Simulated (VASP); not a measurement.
Set up this calculation in VASP 6.6.1, as the native input.

| Quantity | Value |
| --- | --- |
| Task | single point |
| Functional | PBE |
| Potentials or basis | VASP PAW PBE potentials, release 64 (Zn, S) |
| Cutoff | 520 eV |
| k mesh | 12 × 12 × 4 |
| Occupations | gaussian, width 0.05 eV |
| Spin | no spin polarisation |
| Dipole correction | no |
| Further INCAR settings | ALGO = Normal; EDIFF = 1e-06; NBANDS = 26 |

The structure of ZnS lies in POSCAR:

```
ZnS
1.0
    3.8454929889      0.0000000000      0.0000000000
   -1.9227464944      3.3302946184      0.0000000000
    0.0000000000      0.0000000000      6.3053333047
Zn S
2 2
Direct
    0.3508195596      0.6188934081      0.0052197899
    0.6841528929      0.2855600748      0.5052197899
    0.3333333333      0.6666666667      0.3797802101
    0.6666666667      0.3333333333      0.8797802101
```

This cell differs from its parent crystal: all Zn atoms moved +0.225 Å, as atom 1 along Cartesian [1 -1 0].

One way to write it, as run:

INCAR

```
  PREC = Accurate
  ENCUT = 520
  EDIFF = 1E-6
  ISMEAR = 0
  SIGMA = 0.05
  LREAL = False
  LASPH = True
  NELM = 100
  ALGO = Normal
  ISIF = 2
  LWAVE = False
  LCHARG = False
  GGA = PE
  NBANDS = 26
```

KPOINTS

```
regular mesh
0
Gamma
  12 12 4
```

Potentials or basis: VASP PAW PBE potentials, release 64 (Zn, S).

Run with:

```sh
$ cat potpaw_PBE.64/Zn/POTCAR potpaw_PBE.64/S/POTCAR > POTCAR
$ mpirun -np 1 vasp_std > vasp.out
```

Results of the run:

The pressure is 1.8 GPa. The largest force is 1.748 eV/Å. The band gap on the k mesh is 2.03 eV.

Caveat: the cell differs from its parent crystal (all Zn atoms moved +0.225 Å, as atom 1 along Cartesian [1 -1 0]); forces of over 1 eV/Å act on the atoms, so gaps and moduli don't describe the material at rest.

Wall time 7.8 min on 1 thread of Intel(R) Xeon(R) Platinum 8488C (Sapphire Rapids) (shared host), peak memory 0.58 GiB.
